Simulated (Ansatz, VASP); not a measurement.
**One calculation of BeS, two programs**

Contents of INCAR:

```
PREC     = Accurate       # precision mode
ENCUT    = 520            # plane-wave cutoff, eV
EDIFF    = 1E-6           # SCF threshold, eV
ISMEAR   = 0              # smearing method
SIGMA    = 0.05           # smearing width, eV
LREAL    = False          # projectors in reciprocal space
LASPH    = True           # aspherical terms in the spheres
NELM     = 100            # most SCF steps
ALGO     = Normal         # electronic algorithm
ISIF     = 2              # what is computed and relaxed
LWAVE    = False          # write WAVECAR
LCHARG   = False          # write CHGCAR
GGA      = PE             # functional
NBANDS   = 11             # bands
```

KPOINTS

```
Automatic mesh
0
Gamma
  8 8 8
```

Contents of POSCAR:

```
BeS
1.0
    0.0000000000      2.3522500000      2.4613750000
    2.3522500000      0.0000000000      2.4613750000
    2.3522500000      2.3522500000      0.0000000000
Be S
1 1
Direct
    0.0000000000      0.0000000000      0.0000000000
    0.7500000000      0.7500000000      0.7500000000
```

Input for Ansatz:

```yaml
crystal:
  lattice:
    - [0.0, 2.35225, 2.461375]
    - [2.35225, 0.0, 2.461375]
    - [2.35225, 2.35225, 0.0]
  atoms:
    - { symbol: Be, position: [0.0, 0.0, 0.0] }
    - { symbol: S, position: [0.75, 0.75, 0.75] }
basis:
  ecutwfc: 420
kpoints:
  mp_grid: { grid: [8, 8, 8] }
hamiltonian:
  xc: pbe
scf:
  occupations: { method: gaussian, width: 0.05 }
output:
  forces: true
  stress: true
  eigenvalues: true
```

Change from the starting cell: strain -0.030 along x and y, +0.015 along z, atoms carried along.

Alike in both runs: task single point; functional PBE; k mesh 8 × 8 × 8; occupations gaussian, width 0.05 eV; no spin polarisation.

|  | VASP | Ansatz |
| --- | --- | --- |
| version | VASP 6.6.1 | Ansatz 0.2.0 |
| potentials or method | VASP PAW PBE potentials, release 64 (Be, S), cutoff 520 eV | scalar-relativistic, plane waves, PAW |
| valence electrons in the cell | 8 | 8 |

|  | VASP | Ansatz | Ansatz less VASP |
| --- | --- | --- | --- |
| gap on the k mesh at the Fermi level (eV) | 2.79 | 2.79 | -0.001 |
| least direct gap on the mesh (eV) | 5.55 | 5.53 | -0.020 |
| pressure (GPa) | 6.5 | 6.5 | -0.01 |
| traceless stress, the component that is largest in VASP (GPa) | -3.28 | -3.29 | -0.012 |
